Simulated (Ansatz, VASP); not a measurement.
## PbS in VASP and in Ansatz

The input POSCAR:

```
PbS
1.0
    8.3969062143      0.0000000000      0.0000000000
    0.0000000000      4.1985378073      0.0000000000
    0.0000000000      0.0000000000      5.9549033925
Pb S
4 4
Direct
    0.1248374590      0.7500000000      0.7501601718
    0.6248374590      0.7500000000      0.7498398282
    0.8751625410      0.2500000000      0.2498398282
    0.3751625410      0.2500000000      0.2501601718
    0.8753330491      0.2500000000      0.7502173266
    0.3753330491      0.2500000000      0.7497826734
    0.1246669509      0.7500000000      0.2497826734
    0.6246669509      0.7500000000      0.2502173266
```

The input INCAR.step1:

```
SYSTEM = PbS
ALGO = Normal ; EDIFF = 1E-4
ENCUT = 520 ; GGA = PE
ISMEAR = 0 ; LASPH = .TRUE.
LCHARG = .FALSE. ; LREAL = .FALSE.
LWAVE = .TRUE. ; NBANDS = 50
NELM = 80 ; PREC = Accurate
SIGMA = 0.01
```

Contents of INCAR.step2:

```
SYSTEM = PbS
ALGO = Normal ; EDIFF = 1E-6
ENCUT = 520 ; ISIF = 2
ISMEAR = 0 ; ISTART = 1
LASPH = .TRUE. ; LCHARG = .FALSE.
LMIXTAU = .TRUE. ; LREAL = .FALSE.
LWAVE = .FALSE. ; METAGGA = R2SCAN
NBANDS = 50 ; NELM = 80
PREC = Accurate ; SIGMA = 0.01
```

Contents of KPOINTS:

```
k-points
0
G
  4 6 4
  0 0 0
```

Input for Ansatz:

```yaml
crystal:
  lattice:
    - [8.3969062143, 0.0, 0.0]
    - [0.0, 4.1985378073, 0.0]
    - [0.0, 0.0, 5.9549033925]
  atoms:
    - { symbol: Pb, position: [0.124837459, 0.75, 0.7501601718] }
    - { symbol: Pb, position: [0.624837459, 0.75, 0.7498398282] }
    - { symbol: Pb, position: [0.875162541, 0.25, 0.2498398282] }
    - { symbol: Pb, position: [0.375162541, 0.25, 0.2501601718] }
    - { symbol: S, position: [0.8753330491, 0.25, 0.7502173266] }
    - { symbol: S, position: [0.3753330491, 0.25, 0.7497826734] }
    - { symbol: S, position: [0.1246669509, 0.75, 0.2497826734] }
    - { symbol: S, position: [0.6246669509, 0.75, 0.2502173266] }
kpoints:
  mp_grid: { grid: [4, 6, 4] }
  band_path:
    path:
      - [0.0, 0.0, 0.0]
      - [0.5, 0.0, 0.0]
      - [0.5, 0.5, 0.0]
      - [0.0, 0.5, 0.0]
      - [0.0, 0.0, 0.5]
      - [0.5, 0.0, 0.5]
      - [0.5, 0.5, 0.5]
      - [0.0, 0.5, 0.5]
    npoints: 1
hamiltonian:
  xc: r2scan
scf:
  occupations: { method: fixed }
  n_extra_bands: 6
output:
  forces: true
  stress: true
  eigenvalues: true
```

Alike in both runs: task single point; functional r2SCAN; k mesh 4 × 6 × 4; no spin polarisation.

|  | VASP | Ansatz |
| --- | --- | --- |
| version | VASP 6.6.1 | Ansatz 0.2.0 |
| potentials or method | VASP PAW PBE potentials, release 64 (Pb_d, S) | plane waves, PAW |
| plane-wave cutoff (eV) | 520 | 500 |
| occupations | gaussian, width 0.01 eV | fixed |
| valence electrons in the cell | 80 | 80 |

```csv
,VASP,Ansatz,Ansatz less VASP
gap on the k mesh at the Fermi level (eV),0.64,0.63,-0.010
pressure (GPa),1.0,1.0,+0.02
```

VASP's potentials were made for PBE, not for r2SCAN.

Spin-orbit coupling is off throughout.
